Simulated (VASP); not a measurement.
# Lu (C2/c) in VASP: single point with PBE

Aim: the single point of Lu with PBE.

Everything below comes from runs of VASP 6.6.1. Logs are shortened: lines on timing, memory, paths and dates and some standing lists are left out, and cuts for length are marked.

### Step 1. The cell of the first run

The typed cell holds 2 atoms: a = 4.619 Å, b = 4.619 Å, c = 4.623 Å, α = 97.17°, β = 97.17°, γ = 138.64°.

### Step 2. Single point, PBE

Input file INCAR:

```
SYSTEM = Lu
ALGO = Normal ; EDIFF = 1E-6
ENCUT = 600 ; GGA = PE
GGA_COMPAT = .False. ; ISIF = 2
ISMEAR = -1 ; KPAR = 4
LASPH = .True. ; LCHARG = .True.
LREAL = .False. ; LVHAR = .True.
LWAVE = .False. ; NBANDS = 32
NELM = 120 ; PREC = Accurate
SIGMA = 0.1
```

Input file KPOINTS:

```
k-points
0
Gamma
  18 18 12
  0 0 0
```

Input file POSCAR:

```
Lu
1.0
   -3.0559638500      3.0548960849      1.6309110367
    3.0548960849     -3.0559638500      1.6309110367
    3.0581187510      3.0581187510     -1.6328666504
Lu
2
Direct
    0.9999341987      0.0000658013      1.0000000000
    0.7500658013      0.2499341987      0.5000000000
```

Potentials or basis: VASP PAW PBE potentials, release 64 (Lu).

Command:

```console
cat potpaw_PBE.64/Lu/POTCAR > POTCAR
mpirun -np 4 vasp_std > vasp.out
```

OUTCAR:

```text
SYSTEM = Lu
   EDIFF = 1E-6
   ENCUT = 600
   GGA = PE
   ISIF = 2
   ISMEAR = -1
   LASPH = .True.
   LREAL = .False.
   NELM = 120
   PREC = Accurate

 ion  position               nearest neighbor table
   1  1.000  0.000  0.000-   2 3.16   2 3.16   2 3.16   2 3.16
   2  0.750  0.250  0.500-   1 3.16   1 3.16   1 3.16   1 3.16

  Warning from LATTYP: Got some problem with cell dimensions!
  Tried to take original basis but could not verify dimensions!
  LATTYP: Found a base centered monoclinic cell.
 ALAT       =     3.2618224229
 B/A-ratio  =     2.6494578420
 C/A-ratio  =     1.4163933258
 COS(beta)  =    -0.3521527065

  Lattice vectors:

 A1 = (   3.0559638500,  -3.0548960849,  -1.6309110367)
 A2 = (  -3.0548960849,   3.0559638500,  -1.6309110367)
 A3 = (   3.0570509859,   3.0570509859,   1.6289554230)

Analysis of symmetry for initial positions (statically):
=====================================================================
 Subroutine PRICEL returns:
 Original cell was already a primitive cell.

 Routine SETGRP: Setting up the symmetry group for a
 base centered monoclinic supercell.

 Subroutine GETGRP returns: Found  4 space group operations
 (whereof  2 operations were pure point group operations)
 out of a pool of  4 trial point group operations.

The static configuration has the point symmetry C_2 .
 The point group associated with its full space group is C_2h.

Analysis of symmetry for dynamics (positions and initial velocities):
=====================================================================
 Subroutine PRICEL returns:
 Original cell was already a primitive cell.

 Routine SETGRP: Setting up the symmetry group for a
 base centered monoclinic supercell.

 Subroutine GETGRP returns: Found  4 space group operations
 (whereof  2 operations were pure point group operations)
 out of a pool of  4 trial point group operations.

The dynamic configuration has the point symmetry C_2 .
 The point group associated with its full space group is C_2h.

 Subroutine INISYM returns: Found  4 space group operations
 (whereof  2 operations are pure point group operations),
 and found     1 'primitive' translations

----------------------------------------------------------------------------------------

                                     Primitive cell

  volume of cell :      60.9454

[... 83 lines left out ...]
   LNONCOLLINEAR =      F non collinear calculations
   LSORBIT =      F    spin-orbit coupling
   LASPH  =      T    aspherical Exc in radial PAW
   ENCUT  =  600.0 eV  44.10 Ry    6.64 a.u.   9.22  9.22  9.23*2*pi/ulx,y,z
   NELM   =    120;   NELMIN=  2; NELMDL= -5     # of ELM steps
   EDIFF  = 0.1E-05   stopping-criterion for ELM
   LREAL  =      F    real-space projection
   EDIFFG = 0.1E-04   stopping-criterion for IOM
   NSW    =      0    number of steps for IOM
   IBRION =     -1    ionic relax: 0-MD 1-quasi-New 2-CG
   NFREE  =      0    steps in history (QN), initial steepest desc. (CG)
   ISIF   =      2    stress and relaxation
   ISYM   =      2    0-nonsym 1-usesym 2-fastsym
   POTIM  = 0.5000    time-step for ionic-motion
   TEBEG  =    0.0;   TEEND  =   0.0 temperature during run
   PSTRESS=    0.0 pullay stress
   NELECT =      50.0000    total number of electrons
   NUPDOWN=      -1.0000    fix difference up-down
   EMIN   =  10.00;   EMAX   =-10.00  energy-range for DOS
   EFERMI =   0.00;   METHOD = LEGACY
   ISMEAR =    -1;   SIGMA  =   0.10  broadening in eV -4-tet -1-fermi 0-gaus
   EFERMI_NEDOS =   21; number of points for ismear=-14 and -15
   IALGO  =     38    algorithm
   IMIX   =      4    mixing-type and parameters
     AMIX     =   0.40;   BMIX     =  1.00
     AMIX_MAG =   1.60;   BMIX_MAG =  1.00
  volume/ion in A,a.u.               =      30.47       205.64
  Fermi-wavevector in a.u.,A,eV,Ry     =   1.532561  2.896121 31.956599  2.348744
  Thomas-Fermi vector in A             =   2.639750
   LORBIT       =      0    0 simple, 1 ext, 2 COOP (PROOUT), +10 PAW based schemes
   GGA     = PE    functional components
   LHFCALC =     F    Hartree Fock is set to
   AEXX    =    0.0000 exact exchange contribution
   IVDW    =     0    specifies the selected vdW correction
   LEPSILON=     F    determine dielectric tensor
   LRPA    =     F    only Hartree local field effects (RPA)
 non-spin polarized calculation
  energy-cutoff  :      600.00
  volume of cell :       60.95
 maximum number of plane-waves:      2070
 NGX is ok and might be reduce to    40
   NGX = 19   NGY = 19   NGZ = 19

 number of electron      50.0000004 magnetization

 Free energy of the ion-electron system (eV)
  ---------------------------------------------------
  ext. energy  EPLUGINS =         0.00000000
  ---------------------------------------------------
  free energy    TOTEN  =        -8.08066499 eV

  energy without entropy =       -7.97644141  energy(sigma->0) =       -8.02855320

 E-fermi :   1.9963     XC(G=0): -10.4327

 val. band max:        1.9955632935   @ k =  -0.1667   0.5000   0.2500
 cond. band min:       1.9966547074   @ k =  -0.1111   0.3889   0.2500
 fundamental gap:      0.0010914138
 Fermi energy:         1.9963434583

 k-point     1 :       0.0000    0.0000    0.0000
  band No.  band energies     occupation
      1     -54.5447      2.00000
      2     -54.4801      2.00000
      3     -25.4576      2.00000
      4     -25.4568      2.00000
      5     -24.9569      2.00000
      6     -24.9568      2.00000
[... 829 lines left out ...]
     31       5.6228      0.00000
     32       7.7182      0.00000

 [... further k-points ...]

------------------------ aborting loop because EDIFF is reached ----------------------------------------

  FORCE on cell =-STRESS in cart. coord.  units (eV):
  Direction    XX          YY          ZZ          XY          YZ          ZX
  --------------------------------------------------------------------------------------
  -------------------------------------------------------------------------------------
  Total        0.0464009      0.0464009      0.0747479      0.0071147     -0.0041805     -0.0041804
  in kB        1.2198203      1.2198203      1.9650266      0.1870352     -0.1098991     -0.1098983
  external PRESSURE =       1.4682224 kB  Pullay stress =       0.0000000 kB

 VOLUME and BASIS-vectors are now :
 -----------------------------------------------------------------------------
  energy-cutoff  :      600.00
  volume of cell :       60.95
      direct lattice vectors                 reciprocal lattice vectors
    -3.055963850  3.054896085  1.630911037     0.000040394  0.163683484  0.306630710
     3.054896085 -3.055963850  1.630911037     0.163683484  0.000040394  0.306630710
     3.058118751  3.058118751 -1.632866650     0.163527793  0.163527793  0.000107062

 POSITION                                       TOTAL-FORCE (eV/Angst)
 -----------------------------------------------------------------------------------
     -3.05556      3.05449      1.63091        -0.000112      0.000112      0.000000
      0.00041      3.05664      0.81448         0.000112     -0.000112     -0.000000
 -----------------------------------------------------------------------------------
    total drift:                                0.000000     -0.000000     -0.000000

  FREE ENERGIE OF THE ION-ELECTRON SYSTEM (eV)
  ---------------------------------------------------
  free  energy   TOTEN  =        -8.0806649921 eV

  energy  without entropy=       -7.9764414061  energy(sigma->0) =       -8.02855320
```

OSZICAR:

```text
N       E                     dE             d eps       ncg     rms          rms(c)
DAV:   1     0.283567681006E+03    0.28357E+03   -0.20781E+04 94464   0.574E+03
DAV:   2     0.229853398735E+02   -0.26058E+03   -0.25026E+03 73264   0.616E+02
DAV:   3    -0.534274907907E+01   -0.28328E+02   -0.27825E+02 82928   0.130E+02
DAV:   4    -0.825928258027E+01   -0.29165E+01   -0.28720E+01108944   0.289E+01
DAV:   5    -0.832594626266E+01   -0.66664E-01   -0.66598E-01 90872   0.462E+00    0.489E+00
DAV:   6    -0.813690021377E+01    0.18905E+00   -0.48461E-01106320   0.845E+00    0.226E+00
DAV:   7    -0.808307766503E+01    0.53823E-01   -0.13264E-01100640   0.235E+00    0.369E-01
DAV:   8    -0.808018591712E+01    0.28917E-02   -0.18908E-02 99856   0.124E+00    0.164E-01
DAV:   9    -0.808064422837E+01   -0.45831E-03   -0.20508E-03104640   0.436E-01    0.758E-02
DAV:  10    -0.808066248851E+01   -0.18260E-04   -0.32176E-04 98800   0.193E-01    0.192E-02
DAV:  11    -0.808066612759E+01   -0.36391E-05   -0.32800E-05 82864   0.549E-02    0.968E-03
DAV:  12    -0.808066507639E+01    0.10512E-05   -0.62457E-06 88512   0.290E-02    0.244E-03
DAV:  13    -0.808066499208E+01    0.84310E-07   -0.34350E-07 45584   0.667E-03
   1 F= -.80806650E+01 E0= -.80285532E+01  d E =-.104224E+00
```

stdout:

```text
POSCAR found type information on POSCAR Lu
 POSCAR found :  1 types and       2 ions
 scaLAPACK will be used
 LDA part: xc-table for (Slater+PW92), standard interpolation
 POSCAR, INCAR and KPOINTS ok, starting setup
 FFT: planning ... GRIDC
 FFT: planning ... GRID_SOFT
 FFT: planning ... GRID
 WAVECAR not read
 entering main loop
```

It took 4.7 min on 4 MPI ranks of Intel Xeon 6975P-C (Granite Rapids), shared host; peak memory 1.9 GiB.

Results:

```
Free energy            : -8.0807 eV
Pressure               : 0.1 GPa
Band gap on the k mesh : zero (band 25 reaches 2.54 eV, above the bottom of band 26 at 1.05 eV)
```

Caveat: spin-orbit coupling is left out, which moves the levels of the heavy elements.
